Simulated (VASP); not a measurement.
# TiB2 (P6/mmm) in VASP: notebook, part 2 of 2

VASP 6.6.1. The steps go on from the part before.

### Step 4. Single point, PBEsol (zz strain of +2 %)

Contents of INCAR:

```
  ALGO = Normal
  EDIFF = 1E-6
  ENCUT = 520
  GGA = PS
  ISIF = 2
  ISMEAR = -1
  LASPH = T
  LCHARG = F
  LREAL = F
  LWAVE = F
  NBANDS = 16
  NELM = 100
  PREC = Accurate
  SIGMA = 0.08
```

Contents of KPOINTS:

```
k-points
0
Gamma
  15 15 13
```

Contents of POSCAR:

```
TiB2
1.0
    3.0291982016      0.0000000000      0.0000000000
   -1.5145991008      2.6233625957      0.0000000000
    0.0000000000      0.0000000000      3.2929680000
Ti B
1 2
Direct
    0.0000000000      0.0000000000      0.0000000000
    0.3333333333      0.6666666667      0.5000000000
    0.6666666667      0.3333333333      0.5000000000
```

Started as:

```bash
$ cat potpaw_PBE.64/Ti_sv/POTCAR potpaw_PBE.64/B/POTCAR > POTCAR
$ mpirun -np 1 vasp_std > vasp.out
```

Run time: 42 s. Hardware: 1 thread of Intel Xeon Platinum 8259CL at 2.50GHz (Skylake/Cascade Lake), shared host; peak memory 0.19 GiB.

Results (log left out):

- Free energy: -25.7522 eV
- Pressure: -8.7 GPa
- Band gap on the k mesh: zero (band 9 reaches 10.07 eV, above the bottom of band 10 at 9.59 eV)

Stress tensor (GPa, compression positive):
```
 -5.49   0.00   0.00
  0.00  -5.49   0.00
  0.00   0.00 -15.05
```

Levels at points of the mesh, in eV from the Fermi level:
| k point | band 6 | band 7 | band 8 | band 9 | band 10 | band 11 | band 12 | band 13 |
| --- | --- | --- | --- | --- | --- | --- | --- | --- |
| (0.00, 0.00, 0.00) | -2.53 | -2.43 | -2.43 | -2.17 | 1.81 | 1.81 | 3.46 | 3.46 |

Caveat: the cell differs from its parent crystal (zz strain of +2 %); the PAW data sets were made with another functional, which shifts forces and pressure a little.

### Step 5. Single point, PBEsol (zz strain of +3 %)

Contents of INCAR:

```
SYSTEM = TiB2
PREC = Accurate
ENCUT = 520
EDIFF = 1E-6
ISMEAR = -1
SIGMA = 0.08
LREAL = .False.
LASPH = .True.
NELM = 60
ALGO = Normal
ISIF = 2
LWAVE = .False.
LCHARG = .True.
GGA = PS
LELF = .True.
LVHAR = .True.
NBANDS = 16
```

Contents of KPOINTS:

```
Automatic mesh
0
Gamma
  15 15 13
  0 0 0
```

Edit POSCAR of step 4 so:

```diff
@@ -4,3 +4,3 @@
    -1.5145991008      2.6233625957      0.0000000000
-    0.0000000000      0.0000000000      3.2929680000
+    0.0000000000      0.0000000000      3.3252520000
 Ti B
```

Potentials or basis: VASP PAW PBE potentials, release 64 (Ti_sv, B).

Started as:

```bash
$ cat potpaw_PBE.64/Ti_sv/POTCAR potpaw_PBE.64/B/POTCAR > POTCAR
$ mpirun -np 1 vasp_std > vasp.out
```

OUTCAR:

```text
SYSTEM = TiB2
   PREC = Accurate
   ENCUT = 520
   EDIFF = 1E-6
   ISMEAR = -1
   LREAL = .False.
   LASPH = .True.
   NELM = 60
   ISIF = 2
   GGA = PS

 ion  position               nearest neighbor table
   1  0.000  0.000  0.000-   2 2.41   3 2.41   2 2.41   3 2.41   3 2.41   3 2.41   2 2.41   2 2.41
                             3 2.41   3 2.41   2 2.41   2 2.41
   2  0.333  0.667  0.500-   3 1.75   3 1.75   3 1.75   1 2.41   1 2.41   1 2.41   1 2.41   1 2.41
                             1 2.41
   3  0.667  0.333  0.500-   2 1.75   2 1.75   2 1.75   1 2.41   1 2.41   1 2.41   1 2.41   1 2.41
                             1 2.41

  LATTYP: Found a hexagonal cell.
 ALAT       =     3.0291982016
 C/A-ratio  =     1.0977333864

  Lattice vectors:

 A1 = (   3.0291982016,   0.0000000000,   0.0000000000)
 A2 = (  -1.5145991008,   2.6233625957,   0.0000000000)
 A3 = (   0.0000000000,   0.0000000000,   3.3252520000)

Analysis of symmetry for initial positions (statically):
=====================================================================
 Subroutine PRICEL returns:
 Original cell was already a primitive cell.

 Routine SETGRP: Setting up the symmetry group for a
 hexagonal supercell.

[... 172 lines left out ...]
 fundamental gap:      0.0322717860
 Fermi energy:         9.5902369341

 k-point     1 :       0.0000    0.0000    0.0000
  band No.  band energies     occupation
      1     -47.2331      2.00000
      2     -23.7064      2.00000
      3     -23.3569      2.00000
      4     -23.3569      2.00000
      5      -3.7626      2.00000
      6       6.9641      2.00000
[... 433 lines left out ...]
      3     -23.6320      2.00000
      4     -23.5367      2.00000
      5       0.8337      2.00000
      6       0.9453      2.00000
[... 8 lines left out ...]
     15      17.9899      0.00000
     16      19.3837      0.00000

 [... further k-points ...]

------------------------ aborting loop because EDIFF is reached ----------------------------------------

  FORCE on cell =-STRESS in cart. coord.  units (eV):
  Direction    XX          YY          ZZ          XY          YZ          ZX
  --------------------------------------------------------------------------------------
  -------------------------------------------------------------------------------------
  Total       -1.0309418     -1.0309418     -3.1190896      0.0000000      0.0000000      0.0000000
  in kB      -62.5077900    -62.5077900   -189.1158204      0.0000000      0.0000000      0.0000000
  external PRESSURE =    -104.7104668 kB  Pullay stress =       0.0000000 kB

 VOLUME and BASIS-vectors are now :
 -----------------------------------------------------------------------------
  energy-cutoff  :      520.00
  volume of cell :       26.42
      direct lattice vectors                 reciprocal lattice vectors
     3.029198202  0.000000000  0.000000000     0.330120360  0.190595079  0.000000000
    -1.514599101  2.623362596  0.000000000     0.000000000  0.381190157  0.000000000
     0.000000000  0.000000000  3.325252000     0.000000000  0.000000000  0.300729088

 POSITION                                       TOTAL-FORCE (eV/Angst)
 -----------------------------------------------------------------------------------
      0.00000      0.00000      0.00000        -0.000000      0.000000     -0.000000
     -0.00000      1.74891      1.66263        -0.000000     -0.000000      0.000000
      1.51460      0.87445      1.66263         0.000000      0.000000     -0.000000
 -----------------------------------------------------------------------------------
    total drift:                               -0.000000      0.000000     -0.000000

  FREE ENERGIE OF THE ION-ELECTRON SYSTEM (eV)
  ---------------------------------------------------
  free  energy   TOTEN  =       -25.7250317685 eV

  energy  without entropy=      -25.7170430608  energy(sigma->0) =      -25.72103741
```

OSZICAR:

```text
N       E                     dE             d eps       ncg     rms          rms(c)
DAV:   1     0.118560003448E+03    0.11856E+03   -0.90202E+03  6048   0.127E+03
DAV:   2    -0.236770188728E+02   -0.14224E+03   -0.13764E+03  6616   0.338E+02
DAV:   3    -0.307725237211E+02   -0.70955E+01   -0.70259E+01  8896   0.730E+01
DAV:   4    -0.309244531453E+02   -0.15193E+00   -0.15186E+00  7272   0.961E+00
DAV:   5    -0.309288487039E+02   -0.43956E-02   -0.43954E-02  8840   0.134E+00    0.162E+01
DAV:   6    -0.257590341181E+02    0.51698E+01   -0.21489E+01  8592   0.484E+01    0.372E+00
DAV:   7    -0.257312520520E+02    0.27782E-01   -0.11512E+00  6544   0.123E+01    0.323E+00
DAV:   8    -0.257307442344E+02    0.50782E-03   -0.10700E-01 10080   0.287E+00    0.767E-01
DAV:   9    -0.257257803257E+02    0.49639E-02   -0.50277E-02  7792   0.276E+00    0.262E-01
DAV:  10    -0.257250020883E+02    0.77824E-03   -0.38949E-03  7592   0.735E-01    0.609E-02
DAV:  11    -0.257250538884E+02   -0.51800E-04   -0.37402E-04  9288   0.194E-01    0.454E-02
DAV:  12    -0.257250322929E+02    0.21595E-04   -0.96961E-05  7480   0.121E-01    0.112E-02
DAV:  13    -0.257250317685E+02    0.52442E-06   -0.41525E-06  7832   0.197E-02
   1 F= -.25725032E+02 E0= -.25721037E+02  d E =-.798871E-02
```

It took 55 s on 1 thread of Intel Xeon Platinum 8259CL at 2.50GHz (Skylake/Cascade Lake), shared host; peak memory 0.2 GiB.

What came out:

- Free energy: -25.7250 eV
- Pressure: -10.5 GPa
- Band gap on the k mesh: zero (band 9 reaches 10.01 eV, above the bottom of band 10 at 9.48 eV)

Caveat: the cell differs from its parent crystal (zz strain of +3 %); the PAW data sets were made with another functional, which shifts forces and pressure a little.

### Step 6. Single point, PBEsol (equal xx and yy strain of +2 %)

Contents of INCAR:

```
PREC = Accurate
ENCUT = 520
EDIFF = 1E-7
ISMEAR = -1
SIGMA = 0.08
LREAL = False
LASPH = True
NELM = 80
ALGO = Normal
ISIF = 2
LWAVE = False
LCHARG = False
GGA = PS
NBANDS = 16
```

Contents of KPOINTS:

```
Automatic mesh
0
Gamma
  15 15 13
```

Contents of POSCAR:

```
TiB2
1.0
    3.0897821656      0.0000000000      0.0000000000
   -1.5448910828      2.6758298476      0.0000000000
    0.0000000000      0.0000000000      3.2284000000
Ti B
1 2
Direct
    0.0000000000      0.0000000000      0.0000000000
    0.3333333333      0.6666666667      0.5000000000
    0.6666666667      0.3333333333      0.5000000000
```

Potentials or basis: VASP PAW PBE potentials, release 64 (Ti_sv, B).

Started as:

```bash
$ cat potpaw_PBE.64/Ti_sv/POTCAR potpaw_PBE.64/B/POTCAR > POTCAR
$ mpirun -np 1 vasp_std > vasp.out
```

It took 49 s on 1 thread of Intel Xeon Platinum 8259CL at 2.50GHz (Skylake/Cascade Lake), shared host; peak memory 0.2 GiB.

The run converged. Its results:

```
Free energy            : -25.7197 eV
Pressure               : -14.5 GPa
Band gap on the k mesh : zero (band 9 reaches 9.82 eV, above the bottom of band 10 at 9.20 eV)
```

Stress tensor (GPa, compression positive):
```
-16.75   0.00   0.00
  0.00 -16.75   0.00
  0.00   0.00 -10.03
```

Levels at points of the mesh, in eV from the Fermi level:
| k point | band 7 | band 8 | band 9 | band 10 | band 11 | band 12 |
| --- | --- | --- | --- | --- | --- | --- |
| (0.00, 0.00, 0.00) | -2.63 | -2.06 | -2.00 | 1.80 | 1.80 | 3.62 |

Caveat: the cell differs from its parent crystal (equal xx and yy strain of +2 %); the PAW data sets were made with another functional, which shifts forces and pressure a little.

### Step 7. Overview

```tsv
cell	gap on the mesh (eV)	pressure (GPa)
a = 3.029, b = 3.029, c = 3.196 Å, angles 90.0, 90.0, 120.0°, 3 atoms	none	-2.6
a = 3.029, b = 3.029, c = 3.261 Å, angles 90.0, 90.0, 120.0°, 3 atoms	none	-6.8
a = 3.029, b = 3.029, c = 3.293 Å, angles 90.0, 90.0, 120.0°, 3 atoms	none	-8.7
a = 3.029, b = 3.029, c = 3.325 Å, angles 90.0, 90.0, 120.0°, 3 atoms	none	-10.5
a = 3.090, b = 3.090, c = 3.228 Å, angles 90.0, 90.0, 120.0°, 3 atoms	none	-14.5
```

Alike in all rows: task single point; level PBEsol; potentials or basis VASP PAW PBE potentials, release 64 (Ti_sv, B); no spin polarisation; k mesh 15 × 15 × 13; cutoff (eV) 520; smearing fermi-dirac 0.08 eV.

Caveats: the PAW data sets were made with another functional, which shifts forces and pressure a little.

Absolute energies hang on the potentials; compare differences alone.
